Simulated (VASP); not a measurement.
Here is a VASP 6.6.1 calculation.

File INCAR:

```
PREC     = Accurate       # precision mode
ENCUT    = 520            # plane-wave cutoff, eV
EDIFF    = 1E-6           # SCF threshold, eV
ISMEAR   = 0              # smearing method
SIGMA    = 0.15           # smearing width, eV
LREAL    = False          # projectors in reciprocal space
LASPH    = True           # aspherical terms in the spheres
NELM     = 80             # most SCF steps
ALGO     = Fast           # electronic algorithm
ISIF     = 2              # what is computed and relaxed
LWAVE    = False          # write WAVECAR
LCHARG   = True           # write CHGCAR
GGA      = PE             # functional
LELF     = True           # ELF
LVHAR    = True         
NBANDS   = 22             # bands
```

File KPOINTS:

```
Automatic mesh
0
Gamma
  21 21 12
```

The input POSCAR:

```
Rh
1.0
    2.8366113696      0.0000000000      0.0000000000
   -1.4183056848      2.4565775067      0.0000000000
    0.0000000000      0.0000000000      4.0464261187
Rh
2
Direct
    0.6666666667      0.3333333333      0.7500000000
    0.3333333333      0.6666666667      0.2500000000
```

Potentials or basis: VASP PAW PBE potentials, release 64 (Rh_pv).

Launch:

```sh
$ cat potpaw_PBE.64/Rh_pv/POTCAR > POTCAR
$ mpirun -np 1 vasp_std > vasp.out
```

What does it give for the band gap on the k mesh?

Zero (bands 15 and 16 overlap by 1.79 eV).

What does it give for the pressure?

4.7 GPa.

Stress tensor (GPa, compression positive):
```
-4.40  0.00  0.00
 0.00 -4.40  0.00
 0.00  0.00 22.92
```

Caveat: the stress differs along the axes, from -4 to 23 GPa.
